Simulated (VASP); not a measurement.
# LiCl (Fm-3m) in VASP: single point with PBE

Aim: the single point of LiCl with PBE.

Program: VASP 6.6.1. These are calculated values, not measurements. Logs are shortened: lines on timing, memory, paths and dates and some standing lists are left out, and cuts for length are marked.

## 1. The cell of the first run

It takes space group Fm-3m (No. 225, cubic). The conventional cell has a = 5.130 Å, b = 5.130 Å, c = 5.130 Å, α = 90.00°, β = 90.00°, γ = 90.00°. Li (site symmetry m-3m) has 6 Cl at 2.56 Å within 3.4 Å. Within 3.4 Å of Cl (site symmetry m-3m) lie 6 Li at 2.56 Å.

## 2. Single point, PBE

File INCAR:

```
SYSTEM = LiCl
ALGO = Normal
EDIFF = 1E-7
ENCUT = 520
GGA = PE
ISIF = 2
ISMEAR = 0
LASPH = .True.
LCHARG = .False.
LREAL = .False.
LWAVE = .False.
NBANDS = 12
NELM = 80
PREC = Accurate
SIGMA = 0.05
```

File KPOINTS:

```
k-points
0
Gamma
  8 8 8
  0 0 0
```

File POSCAR:

```
LiCl
1.0
    0.0000000000      2.5647600000      2.5647600000
    2.5647600000      0.0000000000      2.5647600000
    2.5647600000      2.5647600000      0.0000000000
Li Cl
1 1
Direct
    0.0000000000      0.0000000000      0.0000000000
    0.5000000000      0.5000000000      0.5000000000
```

Potentials or basis: VASP PAW PBE potentials, release 64 (Li_sv, Cl).

Started as:

```bash
$ cat potpaw_PBE.64/Li_sv/POTCAR potpaw_PBE.64/Cl/POTCAR > POTCAR
$ mpirun -np 1 vasp_std > vasp.out
```

OUTCAR:

```text
SYSTEM = LiCl
   EDIFF = 1E-7
   ENCUT = 520
   GGA = PE
   ISIF = 2
   ISMEAR = 0
   LASPH = .True.
   LREAL = .False.
   NELM = 80
   PREC = Accurate

 ion  position               nearest neighbor table
   1  0.000  0.000  0.000-   2 2.56   2 2.56   2 2.56   2 2.56   2 2.56   2 2.56
   2  0.500  0.500  0.500-   1 2.56   1 2.56   1 2.56   1 2.56   1 2.56   1 2.56

  LATTYP: Found a face centered cubic cell.
 ALAT       =     5.1295200000

  Lattice vectors:

 A1 = (   0.0000000000,   2.5647600000,   2.5647600000)
 A2 = (   2.5647600000,   0.0000000000,   2.5647600000)
 A3 = (   2.5647600000,   2.5647600000,   0.0000000000)

Analysis of symmetry for initial positions (statically):
=====================================================================
 Subroutine PRICEL returns:
 Original cell was already a primitive cell.

 Routine SETGRP: Setting up the symmetry group for a
 face centered cubic supercell.

 Subroutine GETGRP returns: Found 48 space group operations
 (whereof 48 operations were pure point group operations)
 out of a pool of 48 trial point group operations.

The static configuration has the point symmetry O_h .

Analysis of symmetry for dynamics (positions and initial velocities):
=====================================================================
 Subroutine PRICEL returns:
 Original cell was already a primitive cell.

 Routine SETGRP: Setting up the symmetry group for a
 face centered cubic supercell.

 Subroutine GETGRP returns: Found 48 space group operations
 (whereof 48 operations were pure point group operations)
 out of a pool of 48 trial point group operations.

The dynamic configuration has the point symmetry O_h .

 Subroutine INISYM returns: Found 48 space group operations
 (whereof 48 operations are pure point group operations),
 and found     1 'primitive' translations

----------------------------------------------------------------------------------------

                                     Primitive cell

  volume of cell :      33.7420

  direct lattice vectors                    reciprocal lattice vectors
     0.000000000  2.564760000  2.564760000    -0.194950015  0.194950015  0.194950015
     2.564760000  0.000000000  2.564760000     0.194950015 -0.194950015  0.194950015
     2.564760000  2.564760000  0.000000000     0.194950015  0.194950015 -0.194950015

  length of vectors
     3.627118376  3.627118376  3.627118376     0.337663331  0.337663331  0.337663331

  position of ions in fractional coordinates (direct lattice)
     0.000000000  0.000000000  0.000000000
     0.500000000  0.500000000  0.500000000

[... 81 lines left out ...]
   NFREE  =      0    steps in history (QN), initial steepest desc. (CG)
   ISIF   =      2    stress and relaxation
   ISYM   =      2    0-nonsym 1-usesym 2-fastsym
   POTIM  = 0.5000    time-step for ionic-motion
   TEBEG  =    0.0;   TEEND  =   0.0 temperature during run
   PSTRESS=    0.0 pullay stress
   NELECT =      10.0000    total number of electrons
   NUPDOWN=      -1.0000    fix difference up-down
   EMIN   =  10.00;   EMAX   =-10.00  energy-range for DOS
   EFERMI =   0.00;   METHOD = LEGACY
   ISMEAR =     0;   SIGMA  =   0.05  broadening in eV -4-tet -1-fermi 0-gaus
   EFERMI_NEDOS =   21; number of points for ismear=-14 and -15
   IALGO  =     38    algorithm
   IMIX   =      4    mixing-type and parameters
     AMIX     =   0.40;   BMIX     =  1.00
     AMIX_MAG =   1.60;   BMIX_MAG =  1.00
  volume/ion in A,a.u.               =      16.87       113.85
  Fermi-wavevector in a.u.,A,eV,Ry     =   1.091486  2.062609 16.209183  1.191341
  Thomas-Fermi vector in A             =   2.227732
   LORBIT       =      0    0 simple, 1 ext, 2 COOP (PROOUT), +10 PAW based schemes
   GGA     = PE    functional components
   LHFCALC =     F    Hartree Fock is set to
   AEXX    =    0.0000 exact exchange contribution
   IVDW    =     0    specifies the selected vdW correction
   LEPSILON=     F    determine dielectric tensor
   LRPA    =     F    only Hartree local field effects (RPA)
 non-spin polarized calculation
 Gauss-broadening in eV      SIGMA  =   0.05
  energy-cutoff  :      520.00
  volume of cell :       33.74
 maximum number of plane-waves:       934
   NGX = 13   NGY = 13   NGZ = 13

 number of electron      10.0000005 magnetization

 Free energy of the ion-electron system (eV)
  ---------------------------------------------------
  ext. energy  EPLUGINS =         0.00000000
  ---------------------------------------------------
  free energy    TOTEN  =        -7.38576140 eV

  energy without entropy =       -7.38576140  energy(sigma->0) =       -7.38576140

 E-fermi :   0.9475     XC(G=0):  -8.7308

 val. band max:        0.5796919156   @ k =   0.0000   0.0000   0.0000
 cond. band min:       6.9206934444   @ k =   0.0000   0.0000   0.0000
 fundamental gap:      6.3410015288
 Fermi energy:         0.9474758194

 k-point     1 :       0.0000    0.0000    0.0000
  band No.  band energies     occupation
      1     -42.9427      2.00000
      2     -12.8170      2.00000
      3       0.5797      2.00000
      4       0.5797      2.00000
      5       0.5797      2.00000
      6       6.9207      0.00000
      7      12.5180      0.00000
      8      12.5180      0.00000
      9      12.5180      0.00000
     10      15.1083      0.00000
     11      15.1083      0.00000
     12      15.1135      0.00000
[... 331 lines left out ...]
 k-point    24 :      -0.3750    0.2500    0.1250
  band No.  band energies     occupation
      1     -42.9397      2.00000
      2     -12.1332      2.00000
      3      -1.9614      2.00000
      4      -0.7229      2.00000
      5       0.0020      2.00000
      6       8.7938      0.00000
      7       9.9056      0.00000
      8      11.1281      0.00000
      9      12.3377      0.00000
     10      16.1137      0.00000
     11      16.7078      0.00000
     12      18.7634      0.00000

 [... further k-points ...]
[... 5 lines left out ...]
  --------------------------------------------------------------------------------------
  -------------------------------------------------------------------------------------
  Total        0.0605176      0.0605176      0.0605176      0.0000000     -0.0000000      0.0000000
  in kB        2.8735742      2.8735742      2.8735742      0.0000000     -0.0000000      0.0000000
  external PRESSURE =       2.8735742 kB  Pullay stress =       0.0000000 kB

 VOLUME and BASIS-vectors are now :
 -----------------------------------------------------------------------------
  energy-cutoff  :      520.00
  volume of cell :       33.74
      direct lattice vectors                 reciprocal lattice vectors
     0.000000000  2.564760000  2.564760000    -0.194950015  0.194950015  0.194950015
     2.564760000  0.000000000  2.564760000     0.194950015 -0.194950015  0.194950015
     2.564760000  2.564760000  0.000000000     0.194950015  0.194950015 -0.194950015

 POSITION                                       TOTAL-FORCE (eV/Angst)
 -----------------------------------------------------------------------------------
      0.00000      0.00000      0.00000         0.000000     -0.000000     -0.000000
      2.56476      2.56476      2.56476        -0.000000      0.000000      0.000000
 -----------------------------------------------------------------------------------
    total drift:                                0.000000      0.000000      0.000000

  FREE ENERGIE OF THE ION-ELECTRON SYSTEM (eV)
  ---------------------------------------------------
  free  energy   TOTEN  =        -7.3857613983 eV

  energy  without entropy=       -7.3857613983  energy(sigma->0) =       -7.38576140
```

stdout:

```text
POSCAR found type information on POSCAR LiCl
 POSCAR found :  2 types and       2 ions
 scaLAPACK will be used
 LDA part: xc-table for (Slater+PW92), standard interpolation
 POSCAR, INCAR and KPOINTS ok, starting setup
 FFT: planning ... GRIDC
 FFT: planning ... GRID_SOFT
 FFT: planning ... GRID
 WAVECAR not read
 entering main loop
```

Run time: 16 s. Hardware: 1 thread of AMD EPYC 7R43 (Zen 3), shared host; peak memory 0.11 GiB.

What came out:

| Property | Result |
| --- | --- |
| Free energy | -7.3858 eV |
| Band gap on the k mesh | 6.34 eV, direct |

Levels at points of the mesh, in eV from the valence-band top:
| k point | band 1 | band 2 | band 3 | band 4 | band 5 | band 6 | band 7 | band 8 | band 9 | band 10 |
| --- | --- | --- | --- | --- | --- | --- | --- | --- | --- | --- |
| (0.00, 0.00, 0.00) | -43.52 | -13.40 | 0.00 | 0.00 | 0.00 | 6.34 | 11.94 | 11.94 | 11.94 | 14.53 |
| (0.50, 0.00, 0.00) | -43.52 | -12.83 | -2.81 | -0.26 | -0.26 | 6.76 | 9.50 | 9.50 | 12.98 | 16.91 |
| (0.50, 0.50, 0.00) | -43.52 | -12.58 | -2.89 | -1.10 | -1.10 | 7.89 | 8.29 | 12.44 | 14.12 | 14.12 |

Caveat: the cutoff is under 1.25 times the usual one of these potentials, so pressure, stress and relaxed cells hold a basis-set (Pulay) error. A hybrid or GW would open this gap; PBE tends to underestimate it.
